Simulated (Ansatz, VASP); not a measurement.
# Ag: VASP beside Ansatz

```xyz
1
Lattice="0.0000 2.0522 2.0522 2.0522 0.0000 2.0522 2.0522 2.0522 0.0000" Properties=species:S:1:pos:R:3 pbc="T T T"
Ag    0.0000    0.0000    0.0000
```

Alike in both runs: task relaxation of cell and atoms; functional PBEsol; k mesh 18 × 18 × 18; occupations gaussian, width 0.1 eV; no spin polarisation.

```csv
,VASP,Ansatz
version,VASP 6.6.1,Ansatz 0.2.0
potentials or method,"VASP PAW PBE potentials, release 64 (Ag), cutoff 600 eV","scalar-relativistic, plane waves, PAW"
valence electrons in the cell,11,19
```

Ansatz gave:

* gap on the k mesh at the Fermi level, each at its own relaxed structure (eV): none
* relaxed volume (Å³/atom): 16.66
* relaxed cell length with the largest relative difference (Å): 2.867

Q: Which values does VASP return?

A: gap on the k mesh at the Fermi level, each at its own relaxed structure (eV): none; relaxed volume (Å³/atom): 16.63; relaxed cell length with the largest relative difference (Å): 2.865.

VASP's potentials were made for PBE, not for PBEsol. A gap of «none» marks a metal or a gap that the smearing closes. VASP's potentials hold 11 valence electrons a cell and Ansatz's 19, so a difference there can come from the potentials and not from the codes.
